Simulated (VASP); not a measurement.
A run of VASP 6.6.1:

INCAR

```
SYSTEM = GaN
PREC     = Accurate       ! precision mode
ENCUT    = 520            ! plane-wave cutoff, eV
EDIFF    = 1E-6           ! SCF threshold, eV
ISMEAR   = 0              ! smearing method
SIGMA    = 0.01           ! smearing width, eV
LREAL    = .FALSE.        ! projectors in reciprocal space
LASPH    = .TRUE.         ! aspherical terms in the spheres
NELM     = 80             ! most SCF steps
ALGO     = Normal         ! electronic algorithm
ISIF     = 2              ! what is computed and relaxed
LWAVE    = .FALSE.        ! write WAVECAR
LCHARG   = .TRUE.         ! write CHGCAR
GGA      = PE             ! functional
LELF     = .TRUE.         ! ELF
LVHAR    = .TRUE.       
NBANDS   = 16             ! bands
```

File KPOINTS:

```
Automatic mesh
0
G
  6 6 6
  0 0 0
```

POSCAR

```
GaN
1.0
    0.0000000000      2.2489526314      2.2489526314
    2.2489526314      0.0000000000      2.2489526314
    2.2489526314      2.2489526314      0.0000000000
Ga N
1 1
Direct
    0.0000000000      0.0000000000      0.0000000000
    0.7500000000      0.7500000000      0.7500000000
```

Potentials or basis: VASP PAW PBE potentials, release 64 (Ga_d, N).

Launch:

```console
$ cat potpaw_PBE.64/Ga_d/POTCAR potpaw_PBE.64/N/POTCAR > POTCAR
$ mpirun -np 1 vasp_std > vasp.out
```

Hardware: 1 thread of Intel(R) Xeon(R) Platinum 8488C (Sapphire Rapids), on a shared host.

Question: How long does it take, and how much memory?

Answer: Run time: 6.5 s on 1 thread of Intel(R) Xeon(R) Platinum 8488C (Sapphire Rapids), on a shared host, peak memory 0.14 GiB. Counts: scf iterations 13, k points 16.
